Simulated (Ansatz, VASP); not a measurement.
# One calculation of GaN, two programs

The input INCAR:

```
  PREC = Accurate
  ENCUT = 600
  EDIFF = 1E-6
  ISMEAR = -1
  SIGMA = 0.08
  LREAL = False
  LASPH = True
  NELM = 60
  ALGO = Normal
  ISIF = 3
  LWAVE = False
  LCHARG = False
  GGA = PS
  IBRION = 2
  NSW = 100
  EDIFFG = -0.002
```

The input KPOINTS:

```
regular mesh
0
Gamma
  16 16 8
```

File POSCAR:

```
GaN
1.0
    3.1800000000      0.0000000000      0.0000000000
   -1.5900000000      2.7539607840      0.0000000000
    0.0000000000      0.0000000000      5.1660000000
Ga N
2 2
Direct
    0.3333333333      0.6666666667      0.0000000000
    0.6666666667      0.3333333333      0.5000000000
    0.3333333333      0.6666666667      0.3750000000
    0.6666666667      0.3333333333      0.8750000000
```

Input for Ansatz:

```yaml
crystal:
  lattice:
    - [3.17999999999, 0.0, 0.0]
    - [-1.58999999999, 2.75396078402, 0.0]
    - [0.0, 0.0, 5.166]
  atoms:
    - { symbol: Ga, position: [0.333333333333, 0.666666666667, 0.0] }
    - { symbol: Ga, position: [0.666666666667, 0.333333333333, 0.5] }
    - { symbol: "N", position: [0.333333333333, 0.666666666667, 0.375] }
    - { symbol: "N", position: [0.666666666667, 0.333333333333, 0.875] }
kpoints:
  mp_grid: { grid: [16, 16, 8] }
scf:
  occupations: { method: fermi_dirac, width: 0.08 }
hamiltonian:
  xc: pbesol
  pseudopotentials: { kind: paw }
relax:
  f_tol: 0.002
  max_steps: 80
  cell: {}
output:
  forces: true
  stress: true
  write_density: true
  write_potential: true
  elf: true
  volumetric_format: npy
```

Alike in both runs: task relaxation of cell and atoms; functional PBEsol; k mesh 16 × 16 × 8; occupations fermi-dirac, width 0.08 eV; no spin polarisation.

```csv
,VASP,Ansatz
version,VASP 6.6.1,Ansatz 0.2.0
potentials or method,"VASP PAW PBE potentials, release 64 (Ga_d, N)","PAW with Ansatz's default frozen-core files, scalar-relativistic"
plane-wave cutoff (eV),600,420
valence electrons in the cell,36,36
```

```tsv
	VASP	Ansatz	Ansatz less VASP
relaxed volume (Å³/atom)	11.35	11.37	+0.022
relaxed cell length with the largest relative difference (Å)	3.180	3.183	+0.0022
```

VASP's potentials were made for PBE, not for PBEsol.
